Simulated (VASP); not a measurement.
Runs of VASP 6.6.1 on Re. The structure is that of space group P6_3/mmc (No. 194), or close to it. The cells are those of the table. 

| task | level | potentials or basis | cell | cutoff (eV) | gap on the mesh (eV) | pressure (GPa) |
| --- | --- | --- | --- | --- | --- | --- |
| relaxation of cell and atoms | PBE | VASP PAW PBE potentials, release 64 (Re) | relaxed to 2 GPa from a = 2.759, b = 2.759, c = 8.893 Å, angles 90.0, 90.0, 120.0°, 4 atoms | 600 | - | 2.0 |
| relaxation of cell and atoms | PBE | VASP PAW PBE potentials, release 64 (Re) | relaxed to -2 GPa from a = 2.795, b = 2.795, c = 9.008 Å, angles 90.0, 90.0, 120.0°, 4 atoms | 600 | - | -2.0 |
| relaxation of cell and atoms | PBE | VASP PAW PBE potentials, release 64 (Re) | relaxed to 5 GPa from a = 2.764, b = 2.764, c = 8.911 Å, angles 90.0, 90.0, 120.0°, 4 atoms | 600 | - | 5.0 |
| single point | LDA | VASP PAW LDA potentials, release 64 (Re) | a = 2.777, b = 2.777, c = 8.951 Å, angles 90.0, 90.0, 120.0°, 4 atoms | 600 | none | -14.4 |
| single point | r2SCAN | VASP PAW PBE potentials, release 64 (Re) | a = 2.777, b = 2.777, c = 8.951 Å, angles 90.0, 90.0, 120.0°, 4 atoms | 660 | none | -6.4 |
| single point | PBE | VASP PAW PBE potentials, release 64 (Re) | a = 2.777, b = 2.777, c = 8.951 Å, angles 90.0, 90.0, 120.0°, 4 atoms | 600 | none | (a) |

Alike in all rows: no spin polarisation; k mesh 18 × 18 × 6; smearing gaussian 0.1 eV.

Task: Fill in the values left out.

Result: (a) -0.4.

Caveats: spin-orbit coupling is left out, which moves the levels of the heavy elements; the cell is relaxed towards a set pressure, so the run minimises the enthalpy, not the energy (at least some runs); the highest band is partly filled, so the run has too few bands (at least some runs); the cell stands under tension (at least some runs); the PAW data sets were made with another functional, which shifts forces and pressure a little (at least some runs).

A k mesh can miss the band edges, and the runs leave out spin-orbit coupling on Re.

A gap of «none» marks levels without a gap at the run's occupations.
